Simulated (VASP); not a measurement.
# PbS (P-6m2) in VASP: notebook

PbS is run at these levels: LDA, B3LYP; tasks: single point, relaxation of cell and atoms.

All numbers are computed with VASP 6.6.1; they aren't measurements. Logs are shortened: lines on timing, memory, paths and dates and some standing lists are left out, and cuts for length are marked.

## (1) The cell of the first run

Symmetry: P-6m2, No. 187, hexagonal system. Conventional cell: a = 4.090 Å, b = 4.090 Å, c = 3.788 Å, α = 90.00°, β = 90.00°, γ = 120.00°. Pb (site symmetry -6m2) has 6 S at 3.03 Å and 8 Pb at 3.79 to 4.09 Å within 4.1 Å. Within 4.1 Å of S (site symmetry -6m2) lie 6 Pb at 3.03 Å and 8 S at 3.79 to 4.09 Å.

## (2) Single point, LDA, non-collinear spin, zero start, spin-orbit coupling

INCAR

```
SYSTEM = PbS
ALGO = Normal
EDIFF = 1E-7
ENCUT = 520
GGA_COMPAT = .False.
ISIF = 2
ISMEAR = -1
LASPH = .True.
LCHARG = .False.
LORBIT = 11
LORBMOM = .True.
LREAL = .False.
LSORBIT = .True.
LWAVE = .False.
MAGMOM = 0 0 0 0 0 0
NBANDS = 32
NELM = 150
PREC = Accurate
SIGMA = 0.05
```

KPOINTS

```
k-points
0
Gamma
  6 6 5
  0 0 0
```

POSCAR

```
PbS
1.0
    4.0896976867      0.0000000000      0.0000000000
   -2.0448488433      3.5417820905      0.0000000000
    0.0000000000      0.0000000000      3.7881670000
Pb S
1 1
Direct
    0.0000000000      0.0000000000      0.0000000000
    0.6666666667      0.3333333333      0.5000000000
```

Potentials or basis: VASP PAW LDA potentials, release 64 (Pb_d, S).

Launch:

```sh
$ cat potpaw_LDA.64/Pb_d/POTCAR potpaw_LDA.64/S/POTCAR > POTCAR
$ mpirun -np 1 vasp_ncl > vasp.out
```

OUTCAR:

```text
SYSTEM = PbS
   EDIFF = 1E-7
   ENCUT = 520
   ISIF = 2
   ISMEAR = -1
   LASPH = .True.
   LORBIT = 11
   LREAL = .False.
   LSORBIT = .True.
   NELM = 150
   PREC = Accurate

 ion  position               nearest neighbor table
   1  0.000  0.000  0.000-   2 3.03   2 3.03   2 3.03   2 3.03   2 3.03   2 3.03
   2  0.667  0.333  0.500-   1 3.03   1 3.03   1 3.03   1 3.03   1 3.03   1 3.03

  LATTYP: Found a hexagonal cell.
 ALAT       =     4.0896976867
 C/A-ratio  =     0.9262706660

  Lattice vectors:

 A1 = (   4.0896976867,   0.0000000000,   0.0000000000)
 A2 = (  -2.0448488433,   3.5417820905,   0.0000000000)
 A3 = (   0.0000000000,   0.0000000000,   3.7881670000)

Analysis of symmetry for initial positions (statically):
=====================================================================
 Subroutine PRICEL returns:
 Original cell was already a primitive cell.

 Routine SETGRP: Setting up the symmetry group for a
 hexagonal supercell.

 Subroutine GETGRP returns: Found 12 space group operations
 (whereof 12 operations were pure point group operations)
 out of a pool of 24 trial point group operations.

The static configuration has the point symmetry D_3h.

Analysis of symmetry for dynamics (positions and initial velocities):
=====================================================================
 Subroutine PRICEL returns:
 Original cell was already a primitive cell.

 Routine SETGRP: Setting up the symmetry group for a
 hexagonal supercell.

 Subroutine GETGRP returns: Found 12 space group operations
 (whereof 12 operations were pure point group operations)
 out of a pool of 24 trial point group operations.

The dynamic configuration has the point symmetry D_3h.

Analysis of structural, dynamic, and magnetic symmetry:
=====================================================================
 Subroutine PRICEL returns:
 Original cell was already a primitive cell.

 Routine SETGRP: Setting up the symmetry group for a
 hexagonal supercell.

 Subroutine GETGRP returns: Found 12 space group operations
 (whereof 12 operations were pure point group operations)
 out of a pool of 24 trial point group operations.

The overall configuration has the point symmetry D_3h.

 Subroutine INISYM returns: Found 12 space group operations
 (whereof 12 operations are pure point group operations),
 and found     1 'primitive' translations

----------------------------------------------------------------------------------------

                                     Primitive cell

  volume of cell :      54.8709

  direct lattice vectors                    reciprocal lattice vectors
     4.089697687  0.000000000  0.000000000     0.244516851  0.141171870  0.000000000
    -2.044848843  3.541782090  0.000000000     0.000000000  0.282343740  0.000000000
     0.000000000  0.000000000  3.788167000     0.000000000  0.000000000  0.263979914

  length of vectors
     4.089697687  4.089697687  3.788167000     0.282343740  0.282343740  0.263979914

  position of ions in fractional coordinates (direct lattice)
     0.000000000  0.000000000  0.000000000
     0.666666667  0.333333333  0.500000000

  ion indices of the primitive-cell ions
   primitive index   ion index
                 1           1
                 2           2

----------------------------------------------------------------------------------------

 KPOINTS: k-points

Automatic generation of k-mesh.
 Grid dimensions read from file:
 generate k-points for:    6    6    5

 Generating k-lattice:

  Cartesian coordinates                     Fractional coordinates (reciprocal lattice)
     0.040752809  0.023528645  0.000000000     0.166666667  0.000000000  0.000000000
     0.000000000  0.047057290  0.000000000     0.000000000  0.166666667  0.000000000
     0.000000000  0.000000000  0.052795983     0.000000000  0.000000000  0.200000000

  Length of vectors
     0.047057290  0.047057290  0.052795983

  Shift w.r.t. Gamma in fractional coordinates (k-lattice)
     0.000000000  0.000000000  0.000000000

 Subroutine IBZKPT returns following result:
 ===========================================

 Found     30 irreducible k-points:

 Following reciprocal coordinates:
            Coordinates               Weight
  0.000000  0.000000  0.000000      1.000000
  0.166667  0.000000  0.000000      3.000000
 -0.166667 -0.000000  0.000000      3.000000
  0.333333 -0.000000  0.000000      3.000000
 -0.333333  0.000000  0.000000      3.000000
  0.500000  0.000000  0.000000      3.000000
[... 16 lines left out ...]
 -0.166667 -0.000000 -0.400000      6.000000
  0.333333 -0.000000  0.400000      6.000000
 [... further k-points ...]
   k-points           NKPTS =     30   k-points in BZ     NKDIM =     30   number of bands    NBANDS=     32
   number of dos      NEDOS =    301   number of ions     NIONS =      2
   total plane-waves  NPLWV =  25200
   dimension x,y,z NGX =    30 NGY =   30 NGZ =   28
   dimension x,y,z NGXF=    60 NGYF=   60 NGZF=   56
[... 23 lines left out ...]
   PSTRESS=    0.0 pullay stress
   NELECT =      20.0000    total number of electrons
   NUPDOWN=      -1.0000    fix difference up-down
   EMIN   =  10.00;   EMAX   =-10.00  energy-range for DOS
   EFERMI =   0.00;   METHOD = LEGACY
   ISMEAR =    -1;   SIGMA  =   0.05  broadening in eV -4-tet -1-fermi 0-gaus
   EFERMI_NEDOS =   21; number of points for ismear=-14 and -15
   IALGO  =     38    algorithm
   IMIX   =      4    mixing-type and parameters
     AMIX     =   0.40;   BMIX     =  1.00
     AMIX_MAG =   1.60;   BMIX_MAG =  1.00
  volume/ion in A,a.u.               =      27.44       185.14
  Fermi-wavevector in a.u.,A,eV,Ry     =   1.169421  2.209885 18.606576  1.367545
  Thomas-Fermi vector in A             =   2.305894
   LORBIT       =     11    0 simple, 1 ext, 2 COOP (PROOUT), +10 PAW based schemes
   GGA     = CA    functional components
   LHFCALC =     F    Hartree Fock is set to
   AEXX    =    0.0000 exact exchange contribution
   IVDW    =     0    specifies the selected vdW correction
   LEPSILON=     F    determine dielectric tensor
   LRPA    =     F    only Hartree local field effects (RPA)
  energy-cutoff  :      520.00
  volume of cell :       54.87
 maximum number of plane-waves:      2980
   NGX = 15   NGY = 15   NGZ = 15

 number of electron      20.0000000 magnetization       0.0000000      0.0000000      0.0000000

 number of electron      19.9999998 magnetization      -0.0000000     -0.0000000      0.0000000

 number of electron      19.9999998 magnetization       0.0000000     -0.0000000      0.0000000

 Free energy of the ion-electron system (eV)
  ---------------------------------------------------
  ext. energy  EPLUGINS =         0.00000000
  ---------------------------------------------------
  free energy    TOTEN  =       -10.09369732 eV

  energy without entropy =      -10.09352389  energy(sigma->0) =      -10.09361061

 E-fermi :   4.8138     XC(G=0):  -9.7894

 val. band max:        4.5963316048   @ k =   0.3333   0.3333   0.4000
 cond. band min:       5.0068639009   @ k =   0.3333   0.3333   0.0000
 fundamental gap:      0.4105322961
 Fermi energy:         4.8138488292

 k-point     1 :       0.0000    0.0000    0.0000
  band No.  band energies     occupation
      1     -13.3028      1.00000
      2     -13.3028      1.00000
      3     -13.2776      1.00000
      4     -13.2776      1.00000
      5     -10.7614      1.00000
      6     -10.7614      1.00000
[... 829 lines left out ...]
     31      15.1702      0.00000
     32      15.1804      0.00000

 [... further k-points ...]

------------------------ aborting loop because EDIFF is reached ----------------------------------------

  FORCE on cell =-STRESS in cart. coord.  units (eV):
  Direction    XX          YY          ZZ          XY          YZ          ZX
  --------------------------------------------------------------------------------------
  -------------------------------------------------------------------------------------
  Total       -1.5667763     -1.5667763     -1.6216038     -0.0000000      0.0000000      0.0000000
  in kB      -45.7483473    -45.7483473    -47.3492569     -0.0000000      0.0000000      0.0000000
  external PRESSURE =     -46.2819838 kB  Pullay stress =       0.0000000 kB

 VOLUME and BASIS-vectors are now :
 -----------------------------------------------------------------------------
  energy-cutoff  :      520.00
  volume of cell :       54.87
      direct lattice vectors                 reciprocal lattice vectors
     4.089697687  0.000000000  0.000000000     0.244516851  0.141171870  0.000000000
    -2.044848843  3.541782090  0.000000000     0.000000000  0.282343740  0.000000000
     0.000000000  0.000000000  3.788167000     0.000000000  0.000000000  0.263979914

 POSITION                                       TOTAL-FORCE (eV/Angst)
 -----------------------------------------------------------------------------------
      0.00000      0.00000      0.00000        -0.000000      0.000000      0.000000
      2.04485      1.18059      1.89408         0.000000      0.000000      0.000000
 -----------------------------------------------------------------------------------
    total drift:                               -0.000000      0.000000      0.000000

  FREE ENERGIE OF THE ION-ELECTRON SYSTEM (eV)
  ---------------------------------------------------
  free  energy   TOTEN  =       -10.0936973239 eV

  energy  without entropy=      -10.0935238878  energy(sigma->0) =      -10.09361061

 orbital moment (x)

 # of ion     p       d       tot
 ----------------------------------------
  1         0.000  -0.000  -0.000
  2         0.000   0.000   0.000
 ----------------------------------------
            0.000  -0.000   0.000

 orbital moment (y)

 # of ion     p       d       tot
 ----------------------------------------
  1        -0.000  -0.000  -0.000
  2        -0.000   0.000  -0.000
 ----------------------------------------
           -0.000  -0.000  -0.000

 orbital moment (z)

 # of ion     p       d       tot
 ----------------------------------------
  1         0.000   0.000   0.000
  2         0.000   0.000   0.000
 ----------------------------------------
            0.000   0.000   0.000

 Spin-Orbit-Coupling matrix elements

 Ion:    1  E_soc:     -0.8400697
 l=   1
     0.0000000    -0.0711452    -0.0730389
    -0.0711452     0.0000000    -0.0711452
    -0.0730389    -0.0711452     0.0000000
 l=   2
     0.0000000    -0.0135908     0.0000000    -0.0135908    -0.0548976
    -0.0135908     0.0000000    -0.0409597    -0.0135255    -0.0135908
     0.0000000    -0.0409597     0.0000000    -0.0409597     0.0000000
    -0.0135908    -0.0135255    -0.0409597     0.0000000    -0.0135908
    -0.0548976    -0.0135908     0.0000000    -0.0135908     0.0000000
 l=   3
     0.0000000     0.0000000     0.0000000     0.0000000     0.0000000     0.0000000     0.0000000
     0.0000000     0.0000000     0.0000000     0.0000000     0.0000000     0.0000000     0.0000000
     0.0000000     0.0000000     0.0000000     0.0000000     0.0000000     0.0000000     0.0000000
     0.0000000     0.0000000     0.0000000     0.0000000     0.0000000     0.0000000     0.0000000
     0.0000000     0.0000000     0.0000000     0.0000000     0.0000000     0.0000000     0.0000000
     0.0000000     0.0000000     0.0000000     0.0000000     0.0000000     0.0000000     0.0000000
     0.0000000     0.0000000     0.0000000     0.0000000     0.0000000     0.0000000     0.0000000

 Ion:    2  E_soc:     -0.0052909
 l=   1
     0.0000000    -0.0008384    -0.0009687
    -0.0008384     0.0000000    -0.0008384
    -0.0009687    -0.0008384     0.0000000
 l=   2
     0.0000000     0.0000000     0.0000000     0.0000000     0.0000000
     0.0000000     0.0000000     0.0000000     0.0000000     0.0000000
     0.0000000     0.0000000     0.0000000     0.0000000     0.0000000
     0.0000000     0.0000000     0.0000000     0.0000000     0.0000000
     0.0000000     0.0000000     0.0000000     0.0000000     0.0000000
 l=   3
     0.0000000     0.0000000     0.0000000     0.0000000     0.0000000     0.0000000     0.0000000
     0.0000000     0.0000000     0.0000000     0.0000000     0.0000000     0.0000000     0.0000000
     0.0000000     0.0000000     0.0000000     0.0000000     0.0000000     0.0000000     0.0000000
     0.0000000     0.0000000     0.0000000     0.0000000     0.0000000     0.0000000     0.0000000
     0.0000000     0.0000000     0.0000000     0.0000000     0.0000000     0.0000000     0.0000000
     0.0000000     0.0000000     0.0000000     0.0000000     0.0000000     0.0000000     0.0000000
     0.0000000     0.0000000     0.0000000     0.0000000     0.0000000     0.0000000     0.0000000

 total charge

# of ion       s       p       d       tot
------------------------------------------
    1        1.469   0.534   9.833  11.836
    2        1.362   2.278   0.000   3.639
--------------------------------------------------
tot          2.830   2.812   9.833  15.475

 magnetization (x)

# of ion       s       p       d       tot
------------------------------------------
    1        0.000  -0.000   0.000  -0.000
    2       -0.000   0.000   0.000  -0.000
--------------------------------------------------
tot         -0.000  -0.000   0.000  -0.000

 magnetization (y)

# of ion       s       p       d       tot
------------------------------------------
    1        0.000   0.000   0.000   0.000
    2        0.000   0.000   0.000   0.000
--------------------------------------------------
tot          0.000   0.000   0.000   0.000

 magnetization (z)

# of ion       s       p       d       tot
------------------------------------------
    1        0.000   0.000  -0.000   0.000
    2        0.000  -0.000   0.000  -0.000
--------------------------------------------------
tot          0.000  -0.000  -0.000  -0.000
```

Run time: 3.2 min. Hardware: 1 thread of Intel Xeon 8259CL, shared host; peak memory 0.27 GiB.

What came out:

```
Free energy                                           : -10.0937 eV
Pressure                                              : -4.6 GPa
Net moment                                            : 0.00 μB per cell
Valence electrons inside the program's atomic spheres : Pb 11.84; S 3.64
```

Moments on the atoms (μB; x, y, z):
```
Pb  0.00 0.00 0.00
S   0.00 0.00 0.00
```

Caveat: the cell stands under tension.

(Part 1 of 2 ends here.)
